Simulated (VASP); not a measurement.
# Ta: relaxation of cell and atoms with LDA

The system is Ta.

```
Ta
1.0
    -1.62349    1.62349    1.62349
     1.62349   -1.62349    1.62349
     1.62349    1.62349   -1.62349
Ta
1
Cartesian
  0.0000 0.0000 0.0000
```

* Program: VASP 6.6.1
* Task: relaxation of cell and atoms
* Functional: LDA
* Potentials or basis: VASP PAW LDA potentials, release 64 (Ta_pv)
* Cutoff: 600 eV
* k mesh: 16 × 16 × 16
* Occupations: gaussian, width 0.1 eV
* Spin: no spin polarisation
* Dipole correction: no
* Further INCAR settings: ALGO = Normal; EDIFF = 1e-06; IBRION = 2; EDIFFG = -0.002; NSW = 100; ISIF = 3

- Relaxed volume: 17.28 Å³/atom
- Relaxed cell: a = 2.821 Å, b = 2.821 Å, c = 2.821 Å, α = 109.47°, β = 109.47°, γ = 109.47°
- Space group after relaxing (to 0.05 Å): Im-3m (No. 229)
- Energy gained by relaxing: 1.0 meV/atom
- Ionic steps: 3
- Pressure after relaxing: 0.0 GPa

The path:
```tsv
step	energy change (eV)	largest force (eV/Å)	pressure (GPa)	volume (Å³)
1	0.0000	0.0000	2.03	17.12
2	0.0045	0.0000	-4.50	17.66
3	-0.0010	0.0000	-0.01	17.28
```

Final structure:
```
Ta
1.0
    -1.62854    1.62854    1.62854
     1.62854   -1.62854    1.62854
     1.62854    1.62854   -1.62854
Ta
1
Direct
  0.00000 0.00000 0.00000
```

Levels at points of the mesh, in eV from the Fermi level:
```
           k point  band 1  band 2  band 3  band 4  band 5  band 6  band 7  band 8  band 9
(0.00, 0.00, 0.00)  -32.72  -32.72  -32.72   -7.99    0.68    0.68    0.68    4.09    4.09
(0.50, 0.00, 0.00)  -34.09  -33.16  -32.73   -4.55   -1.70    1.95    4.00    5.06    8.18
(0.50, 0.50, 0.50)  -33.67  -33.67  -33.67   -4.07   -4.07    7.14    7.14    7.14    9.15
```

Wall time 28 s on 1 thread of Intel(R) Xeon(R) Platinum 8259CL CPU @ 2.50GHz (Skylake/Cascade Lake), with other jobs on the host, peak memory 0.15 GiB.

Caveat: spin-orbit coupling is left out, which moves the levels of the heavy elements.
